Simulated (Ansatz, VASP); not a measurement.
**Two plane-wave programs on Si7Mo**

```
Si Mo
1.0
     3.28997    0.00000    0.00000
     0.00000    3.28997    0.00000
     0.00000    0.00000   10.58141
Si Mo
7 1
Cartesian
  0.0000 0.0000 2.6407
  1.6450 1.6450 3.7468
  0.0000 0.0000 7.9407
  1.6450 1.6450 6.8346
  1.6450 1.6450 9.3029
  1.6450 1.6450 1.2785
  0.0000 0.0000 5.2907
  0.0000 0.0000 0.0000
```

Alike in both runs: functional PBE; k mesh 5 × 5 × 2; occupations gaussian, width 0.2 eV; no spin polarisation.

Ansatz relaxed the structure, and its values are those at the end. VASP's run is a single point on that final structure, the one shown.

|  | VASP | Ansatz |
| --- | --- | --- |
| version | VASP 6.6.1 | Ansatz 0.2.0 |
| potentials or method | VASP PAW PBE potentials, release 64 (Si, Mo_sv), cutoff 520 eV | scalar-relativistic, plane waves, PAW |
| valence electrons in the cell | 42 | 42 |

|  | VASP | Ansatz | Ansatz less VASP |
| --- | --- | --- | --- |
| gap on the k mesh at the Fermi level (eV) | none | none | - |
| pressure (GPa) | 0.0 | 0.0 | 0.00 |
| rms of the force components (eV/Å) | 0.003 | 0.005 | +0.0020 |

A gap of «none» marks a metal or a gap that the smearing closes. The functional is the same, so the differences come from potentials, cutoffs and numerics.

The k mesh is coarse, so the values compare programs but aren't converged.
